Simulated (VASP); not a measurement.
# VN2 (I4/mcm) in VASP: notebook

VN2 is run at these levels: PBE; tasks: single point.

Everything below comes from runs of VASP 6.6.1. Logs are shortened: lines on timing, memory, paths and dates and some standing lists are left out, and cuts for length are marked.

### 1 The cell of the first run

The structure is tetragonal, space group I4/mcm (No. 140). The conventional cell has a = 4.301 Å, b = 4.301 Å, c = 4.983 Å, α = 90.00°, β = 90.00°, γ = 90.00°. Within 2.8 Å of V (site symmetry 422) lie 8 N at 2.13 Å and 2 V at 2.49 Å. N (site symmetry m2m) has 1 N at 1.40 Å within 1.9 Å.

### 2 Single point, PBE

File INCAR:

```
  PREC = Accurate
  ENCUT = 520
  EDIFF = 1E-6
  ISMEAR = 0
  SIGMA = 0.1
  LREAL = False
  LASPH = True
  NELM = 60
  ALGO = Normal
  ISIF = 2
  LWAVE = False
  LCHARG = False
  GGA = PE
  NBANDS = 32
```

File KPOINTS:

```
Automatic mesh
0
Gamma
  10 10 10
  0.5 0.5 0.5
```

File POSCAR:

```
VN2
1.0
   -2.1507500000      2.1507500000      2.4913500000
    2.1507500000     -2.1507500000      2.4913500000
    2.1507500000      2.1507500000     -2.4913500000
V N
2 4
Direct
    0.2500000000      0.2500000000      0.0000000000
    0.7500000000      0.7500000000      0.0000000000
    0.1151000000      0.6151000000      0.7302000000
    0.6151000000      0.8849000000      0.5000000000
    0.8849000000      0.3849000000      0.2698000000
    0.3849000000      0.1151000000      0.5000000000
```

Potentials or basis: VASP PAW PBE potentials, release 64 (V_sv, N).

Started as:

```bash
$ cat potpaw_PBE.64/V_sv/POTCAR potpaw_PBE.64/N/POTCAR > POTCAR
$ mpirun -np 1 vasp_std > vasp.out
```

OUTCAR:

```text
PREC = Accurate
   ENCUT = 520
   EDIFF = 1E-6
   ISMEAR = 0
   LREAL = False
   LASPH = True
   NELM = 60
   ISIF = 2
   GGA = PE

 ion  position               nearest neighbor table
   1  0.250  0.250  0.000-   5 2.13   3 2.13   4 2.13   6 2.13   6 2.13   3 2.13   4 2.13   5 2.13
                             2 2.49   2 2.49
   2  0.750  0.750  0.000-   5 2.13   3 2.13   4 2.13   6 2.13   4 2.13   6 2.13   3 2.13   5 2.13
                             1 2.49   1 2.49
   3  0.115  0.615  0.730-   5 1.40   1 2.13   1 2.13   2 2.13   2 2.13
   4  0.615  0.885  0.500-   6 1.40   2 2.13   1 2.13   2 2.13   1 2.13
   5  0.885  0.385  0.270-   3 1.40   2 2.13   1 2.13   2 2.13   1 2.13
   6  0.385  0.115  0.500-   4 1.40   1 2.13   2 2.13   1 2.13   2 2.13

  LATTYP: Found a body centered tetragonal cell.
 ALAT       =     4.3015000000
 C/A-ratio  =     1.1583633616

  Lattice vectors:

 A1 = (  -2.1507500000,   2.1507500000,   2.4913500000)
 A2 = (   2.1507500000,  -2.1507500000,   2.4913500000)
 A3 = (   2.1507500000,   2.1507500000,  -2.4913500000)

Analysis of symmetry for initial positions (statically):
=====================================================================
 Subroutine PRICEL returns:
 Original cell was already a primitive cell.

 Routine SETGRP: Setting up the symmetry group for a
 body centered tetragonal supercell.

 Subroutine GETGRP returns: Found 16 space group operations
 (whereof  8 operations were pure point group operations)
 out of a pool of 16 trial point group operations.

The static configuration has the point symmetry C_4h.
 The point group associated with its full space group is D_4h.

Analysis of symmetry for dynamics (positions and initial velocities):
=====================================================================
 Subroutine PRICEL returns:
 Original cell was already a primitive cell.

 Routine SETGRP: Setting up the symmetry group for a
 body centered tetragonal supercell.

 Subroutine GETGRP returns: Found 16 space group operations
 (whereof  8 operations were pure point group operations)
 out of a pool of 16 trial point group operations.

The dynamic configuration has the point symmetry C_4h.
 The point group associated with its full space group is D_4h.

 Subroutine INISYM returns: Found 16 space group operations
 (whereof  8 operations are pure point group operations),
 and found     1 'primitive' translations

----------------------------------------------------------------------------------------

                                     Primitive cell

  volume of cell :      46.0972

  direct lattice vectors                    reciprocal lattice vectors
    -2.150750000  2.150750000  2.491350000     0.000000000  0.232477043  0.200694403
     2.150750000 -2.150750000  2.491350000     0.232477043  0.000000000  0.200694403
     2.150750000  2.150750000 -2.491350000     0.232477043  0.232477043  0.000000000

  length of vectors
     3.931701406  3.931701406  3.931701406     0.307121830  0.307121830  0.328772187

  position of ions in fractional coordinates (direct lattice)
     0.250000000  0.250000000  0.000000000
     0.750000000  0.750000000  0.000000000
     0.115100000  0.615100000  0.730200000
     0.615100000  0.884900000  0.500000000
     0.884900000  0.384900000  0.269800000
     0.384900000  0.115100000  0.500000000

  ion indices of the primitive-cell ions
   primitive index   ion index
                 1           1
                 2           2
                 3           3
                 4           4
                 5           5
                 6           6

----------------------------------------------------------------------------------------

 KPOINTS: Automatic mesh

Automatic generation of k-mesh.
 Grid dimensions read from file:
 generate k-points for:   10   10   10

 Generating k-lattice:

  Cartesian coordinates                     Fractional coordinates (reciprocal lattice)
     0.000000000  0.023247704  0.020069440     0.100000000  0.000000000  0.000000000
     0.023247704  0.000000000  0.020069440     0.000000000  0.100000000  0.000000000
     0.023247704  0.023247704  0.000000000     0.000000000  0.000000000  0.100000000

  Length of vectors
     0.030712183  0.030712183  0.032877219

  Shift w.r.t. Gamma in fractional coordinates (k-lattice)
     0.500000000  0.500000000  0.500000000

 Subroutine IBZKPT returns following result:
 ===========================================

 Found     99 irreducible k-points:

 Following reciprocal coordinates:
            Coordinates               Weight
  0.050000  0.050000  0.050000      8.000000
  0.150000  0.050000  0.050000     16.000000
  0.250000  0.050000  0.050000     16.000000
  0.350000  0.050000  0.050000     16.000000
  0.450000  0.050000  0.050000      8.000000
 -0.050000  0.050000  0.050000      4.000000
[... 16 lines left out ...]
 -0.050000  0.250000  0.050000      8.000000
  0.350000  0.350000  0.050000      8.000000
 [... further k-points ...]
   k-points           NKPTS =     99   k-points in BZ     NKDIM =     99   number of bands    NBANDS=     32
   number of dos      NEDOS =    301   number of ions     NIONS =      6
   total plane-waves  NPLWV =  27000
   dimension x,y,z NGX =    30 NGY =   30 NGZ =   30
   dimension x,y,z NGXF=    60 NGYF=   60 NGZF=   60
   ions per type =               2   4
   NGX,Y,Z   is equivalent  to a cutoff of  12.69, 12.69, 12.69 a.u.
   NGXF,Y,Z  is equivalent  to a cutoff of  25.37, 25.37, 25.37 a.u.
 SYSTEM =  unknown system
   PREC   = accura    normal or accurate (medium, high low for compatibility)
   ISTART =      0    job   : 0-new  1-cont  2-samecut
   ICHARG =      2    charge: 1-file 2-atom 10-const
   ISPIN  =      1    spin polarized calculation?
   LNONCOLLINEAR =      F non collinear calculations
   LSORBIT =      F    spin-orbit coupling
   LASPH  =      T    aspherical Exc in radial PAW
   ENCUT  =  520.0 eV  38.22 Ry    6.18 a.u.   7.31  7.31  7.31*2*pi/ulx,y,z
   NELM   =     60;   NELMIN=  2; NELMDL= -5     # of ELM steps
   EDIFF  = 0.1E-05   stopping-criterion for ELM
   LREAL  =      F    real-space projection
   EDIFFG = 0.1E-04   stopping-criterion for IOM
   NSW    =      0    number of steps for IOM
   IBRION =     -1    ionic relax: 0-MD 1-quasi-New 2-CG
   NFREE  =      0    steps in history (QN), initial steepest desc. (CG)
   ISIF   =      2    stress and relaxation
   ISYM   =      2    0-nonsym 1-usesym 2-fastsym
   POTIM  = 0.5000    time-step for ionic-motion
   TEBEG  =    0.0;   TEEND  =   0.0 temperature during run
   PSTRESS=    0.0 pullay stress
   NELECT =      46.0000    total number of electrons
   NUPDOWN=      -1.0000    fix difference up-down
   EMIN   =  10.00;   EMAX   =-10.00  energy-range for DOS
   EFERMI =   0.00;   METHOD = LEGACY
   ISMEAR =     0;   SIGMA  =   0.10  broadening in eV -4-tet -1-fermi 0-gaus
   EFERMI_NEDOS =   21; number of points for ismear=-14 and -15
   IALGO  =     38    algorithm
   IMIX   =      4    mixing-type and parameters
     AMIX     =   0.40;   BMIX     =  1.00
     AMIX_MAG =   1.60;   BMIX_MAG =  1.00
  volume/ion in A,a.u.               =       7.68        51.85
  Fermi-wavevector in a.u.,A,eV,Ry     =   1.635947  3.091492 36.413581  2.676323
  Thomas-Fermi vector in A             =   2.727335
   LORBIT       =      0    0 simple, 1 ext, 2 COOP (PROOUT), +10 PAW based schemes
   GGA     = PE    functional components
   LHFCALC =     F    Hartree Fock is set to
   AEXX    =    0.0000 exact exchange contribution
   IVDW    =     0    specifies the selected vdW correction
   LEPSILON=     F    determine dielectric tensor
   LRPA    =     F    only Hartree local field effects (RPA)
 non-spin polarized calculation
 Gauss-broadening in eV      SIGMA  =   0.10
  energy-cutoff  :      520.00
  volume of cell :       46.10
 maximum number of plane-waves:      1258
 NGX is ok and might be reduce to    30
   NGX = 15   NGY = 15   NGZ = 15

 number of electron      46.0000009 magnetization

 Free energy of the ion-electron system (eV)
  ---------------------------------------------------
  ext. energy  EPLUGINS =         0.00000000
  ---------------------------------------------------
  free energy    TOTEN  =       -53.34684609 eV

  energy without entropy =      -53.33364404  energy(sigma->0) =      -53.34024506

 E-fermi :  11.4519     XC(G=0): -13.6654

 val. band max:       11.4448980201   @ k =  -0.4500   0.4500   0.0500
 cond. band min:      11.4589500493   @ k =  -0.2500  -0.4500   0.2500
 fundamental gap:      0.0140520291
 Fermi energy:        11.4518908925

 k-point     1 :       0.0500    0.0500    0.0500
  band No.  band energies     occupation
      1     -54.1648      2.00000
      2     -54.0128      2.00000
      3     -28.2322      2.00000
      4     -28.0297      2.00000
      5     -28.0292      2.00000
      6     -28.0141      2.00000
[... 24 lines left out ...]
     31      13.9309      0.00000
     32      15.6327      0.00000

 k-point     2 :       0.1500    0.0500    0.0500
  band No.  band energies     occupation
      1     -54.1533      2.00000
      2     -54.0240      2.00000
      3     -28.1761      2.00000
      4     -28.0413      2.00000
      5     -28.0391      2.00000
      6     -28.0091      2.00000
[... 24 lines left out ...]
     31      14.2409      0.00000
     32      15.2405      0.00000

 k-point     3 :       0.2500    0.0500    0.0500
  band No.  band energies     occupation
      1     -54.1355      2.00000
      2     -54.0415      2.00000
      3     -28.0881      2.00000
      4     -28.0515      2.00000
      5     -28.0479      2.00000
      6     -28.0053      2.00000
[... 24 lines left out ...]
     31      14.4480      0.00000
     32      14.7516      0.00000

 k-point     4 :       0.3500    0.0500    0.0500
  band No.  band energies     occupation
      1     -54.1131      2.00000
      2     -54.0637      2.00000
      3     -28.0581      2.00000
      4     -28.0562      2.00000
      5     -28.0052      2.00000
      6     -28.0009      2.00000
[... 654 lines left out ...]
     31      14.4827      0.00000
     32      15.0292      0.00000

 k-point    23 :      -0.0500    0.2500    0.0500
  band No.  band energies     occupation
      1     -54.1507      2.00000
      2     -54.0264      2.00000
      3     -28.1824      2.00000
      4     -28.0404      2.00000
      5     -28.0346      2.00000
      6     -28.0142      2.00000
[... 24 lines left out ...]
     31      14.3966      0.00000
     32      14.8825      0.00000

 k-point    24 :       0.3500    0.3500    0.0500
  band No.  band energies     occupation
      1     -54.1259      2.00000
      2     -54.0501      2.00000
      3     -28.1688      2.00000
      4     -28.1080      2.00000
      5     -28.0628      2.00000
      6     -27.9893      2.00000
[... 24 lines left out ...]
     31      13.9944      0.00000
     32      15.8265      0.00000

 [... further k-points ...]
[... 5 lines left out ...]
  --------------------------------------------------------------------------------------
  -------------------------------------------------------------------------------------
  Total        0.0758501      0.0758501     -0.3994643      0.0000000      0.0000000      0.0000000
  in kB        2.6362819      2.6362819    -13.8839808      0.0000000      0.0000000      0.0000000
  external PRESSURE =      -2.8704723 kB  Pullay stress =       0.0000000 kB

 VOLUME and BASIS-vectors are now :
 -----------------------------------------------------------------------------
  energy-cutoff  :      520.00
  volume of cell :       46.10
      direct lattice vectors                 reciprocal lattice vectors
    -2.150750000  2.150750000  2.491350000     0.000000000  0.232477043  0.200694403
     2.150750000 -2.150750000  2.491350000     0.232477043  0.000000000  0.200694403
     2.150750000  2.150750000 -2.491350000     0.232477043  0.232477043  0.000000000

 POSITION                                       TOTAL-FORCE (eV/Angst)
 -----------------------------------------------------------------------------------
      0.00000      0.00000      1.24568        -0.000000     -0.000000      0.000000
      0.00000      0.00000      3.73703        -0.000000     -0.000000      0.000000
      2.64585      0.49510      0.00000        -0.260562     -0.260562      0.000000
      1.65565      0.49510      2.49135         0.260562     -0.260562     -0.000000
     -0.49510      1.65565      2.49135         0.260562      0.260562     -0.000000
      0.49510      1.65565      0.00000        -0.260562      0.260562      0.000000
 -----------------------------------------------------------------------------------
    total drift:                                0.000000      0.000000     -0.000000

  FREE ENERGIE OF THE ION-ELECTRON SYSTEM (eV)
  ---------------------------------------------------
  free  energy   TOTEN  =       -53.3468460866 eV

  energy  without entropy=      -53.3336440377  energy(sigma->0) =      -53.34024506
```

Wall time 67 s (1 thread of Intel Xeon 6975P-C (Granite Rapids), shared host); peak memory 0.24 GiB.

What came out:

* Free energy: -53.3468 eV
* Pressure: -0.3 GPa
* Largest force: 0.368 eV/Å
* Band gap on the k mesh: zero (band 23 reaches 11.66 eV, above the bottom of band 24 at 11.33 eV)

Forces on the atoms (eV/Å):
```
V    0.000  0.000  0.000
V    0.000  0.000  0.000
N   -0.261 -0.261  0.000
N    0.261 -0.261  0.000
N    0.261  0.261  0.000
N   -0.261  0.261  0.000
```

Stress tensor (GPa, compression positive):
```
 0.26  0.00  0.00
 0.00  0.26  0.00
 0.00  0.00 -1.39
```

Caveat: the run has no spin polarisation, though such a crystal can be magnetic.

### 3 Single point, PBE

File INCAR:

```
SYSTEM = VN2
ALGO = Normal ; EDIFF = 1E-6
ENCUT = 520 ; GGA = PE
ISIF = 2 ; ISMEAR = 0
LASPH = .TRUE. ; LCHARG = .FALSE.
LREAL = .FALSE. ; LWAVE = .FALSE.
NBANDS = 32 ; NELM = 60
PREC = Accurate ; SIGMA = 0.2
```

File KPOINTS:

```
k-points
0
G
  12 12 12
  0 0 0
```

POSCAR is that of step 2.

Potentials or basis: VASP PAW PBE potentials, release 64 (V_sv, N).

Started as:

```bash
$ cat potpaw_PBE.64/V_sv/POTCAR potpaw_PBE.64/N/POTCAR > POTCAR
$ mpirun -np 1 vasp_std > vasp.out
```

OUTCAR:

```text
SYSTEM = VN2
   EDIFF = 1E-6
   ENCUT = 520
   GGA = PE
   ISIF = 2
   ISMEAR = 0
   LASPH = .TRUE.
   LREAL = .FALSE.
   NELM = 60
   PREC = Accurate

 ion  position               nearest neighbor table
   1  0.250  0.250  0.000-   5 2.13   3 2.13   4 2.13   6 2.13   6 2.13   3 2.13   4 2.13   5 2.13
                             2 2.49   2 2.49
   2  0.750  0.750  0.000-   5 2.13   3 2.13   4 2.13   6 2.13   4 2.13   6 2.13   3 2.13   5 2.13
                             1 2.49   1 2.49
   3  0.115  0.615  0.730-   5 1.40   1 2.13   1 2.13   2 2.13   2 2.13
   4  0.615  0.885  0.500-   6 1.40   2 2.13   1 2.13   2 2.13   1 2.13
[... 1052 lines left out ...]
  -------------------------------------------------------------------------------------
  Total        0.0455989      0.0455989     -0.2301233      0.0000000     -0.0000000      0.0000000
  in kB        1.5848581      1.5848581     -7.9982788      0.0000000     -0.0000000      0.0000000
  external PRESSURE =      -1.6095208 kB  Pullay stress =       0.0000000 kB

 VOLUME and BASIS-vectors are now :
 -----------------------------------------------------------------------------
  energy-cutoff  :      520.00
  volume of cell :       46.10
      direct lattice vectors                 reciprocal lattice vectors
    -2.150750000  2.150750000  2.491350000     0.000000000  0.232477043  0.200694403
     2.150750000 -2.150750000  2.491350000     0.232477043  0.000000000  0.200694403
     2.150750000  2.150750000 -2.491350000     0.232477043  0.232477043  0.000000000

 POSITION                                       TOTAL-FORCE (eV/Angst)
 -----------------------------------------------------------------------------------
      0.00000      0.00000      1.24568         0.000000     -0.000000      0.000000
      0.00000      0.00000      3.73703         0.000000     -0.000000      0.000000
      2.64585      0.49510      0.00000        -0.258526     -0.258526      0.000000
      1.65565      0.49510      2.49135         0.258526     -0.258526      0.000000
     -0.49510      1.65565      2.49135         0.258526      0.258526     -0.000000
      0.49510      1.65565      0.00000        -0.258526      0.258526      0.000000
 -----------------------------------------------------------------------------------
    total drift:                                0.000000      0.000000     -0.000000

  FREE ENERGIE OF THE ION-ELECTRON SYSTEM (eV)
  ---------------------------------------------------
  free  energy   TOTEN  =       -53.3655354261 eV

  energy  without entropy=      -53.3173775357  energy(sigma->0) =      -53.34145648
```

Run time: 1.8 min. Hardware: 1 thread of Intel Xeon 6975P-C (Granite Rapids), shared host; peak memory 0.31 GiB.

What came out:

* Free energy: -53.3655 eV
* Pressure: -0.2 GPa
* Largest force: 0.366 eV/Å
* Band gap on the k mesh: zero (band 23 reaches 11.67 eV, above the bottom of band 24 at 11.28 eV)

Forces on the atoms (eV/Å):
```
V    0.000  0.000  0.000
V    0.000  0.000  0.000
N   -0.259 -0.259  0.000
N    0.259 -0.259  0.000
N    0.259  0.259  0.000
N   -0.259  0.259  0.000
```

Caveat: the run has no spin polarisation, though such a crystal can be magnetic. With open d or f shells a metallic result of PBE can be an artefact of self-interaction; +U or a hybrid may open a gap.

(Part 1 of 2 ends here.)
